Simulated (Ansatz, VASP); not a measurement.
## MgO: VASP beside Ansatz

Contents of INCAR:

```
PREC = Accurate ; ENCUT = 520
EDIFF = 1E-6 ; ISMEAR = 0
SIGMA = 0.02 ; LREAL = False
LASPH = True ; NELM = 80
ALGO = Normal ; ISIF = 2
LWAVE = False ; LCHARG = False
GGA = PE ; NBANDS = 16
```

File KPOINTS:

```
regular mesh
0
Gamma
  9 9 6
```

The input POSCAR:

```
MgO
1.0
    3.3926640258      0.0000000000      0.0000000000
   -1.6963320129      2.9381332328      0.0000000000
    0.0000000000      0.0000000000      4.1284060903
Mg O
2 2
Direct
    0.6666666700      0.3333333300      0.7500000000
    0.3333333300      0.6666666700      0.2500000000
    0.6666666700      0.3333333300      0.2500000000
    0.3333333300      0.6666666700      0.7500000000
```

Input for Ansatz:

```yaml
crystal:
  lattice:
    - [3.3926640258, 0.0, 0.0]
    - [-1.6963320129, 2.9381332328, 0.0]
    - [0.0, 0.0, 4.1284060903]
  atoms:
    - { symbol: Mg, position: [0.66666667, 0.33333333, 0.75] }
    - { symbol: Mg, position: [0.33333333, 0.66666667, 0.25] }
    - { symbol: O, position: [0.66666667, 0.33333333, 0.25] }
    - { symbol: O, position: [0.33333333, 0.66666667, 0.75] }
basis:
  ecutwfc: 420
kpoints:
  mp_grid: { grid: [9, 9, 6] }
hamiltonian:
  xc: pbe
scf:
  occupations: { method: gaussian, width: 0.02 }
output:
  forces: true
  stress: true
  eigenvalues: true
```

Alike in both runs: task single point; functional PBE; k mesh 9 × 9 × 6; occupations gaussian, width 0.02 eV; no spin polarisation.

|  | VASP | Ansatz |
| --- | --- | --- |
| version | VASP 6.6.1 | Ansatz 0.2.0 |
| potentials or method | VASP PAW PBE potentials, release 64 (Mg, O), cutoff 520 eV | scalar-relativistic, plane waves, PAW |
| valence electrons in the cell | 16 | 32 |

VASP gave:

- gap on the k mesh at the Fermi level (eV): 3.77
- least direct gap on the mesh (eV): 3.77
- pressure (GPa): 14.8
- traceless stress, the component that is largest in VASP (GPa): -1.44

Question: Which values does Ansatz return?

Answer: gap on the k mesh at the Fermi level (eV): 3.79; least direct gap on the mesh (eV): 3.79; pressure (GPa): 15.3; traceless stress, the component that is largest in VASP (GPa): -1.30.

VASP's potentials hold 16 valence electrons a cell and Ansatz's 32, so a difference there can come from the potentials and not from the codes.
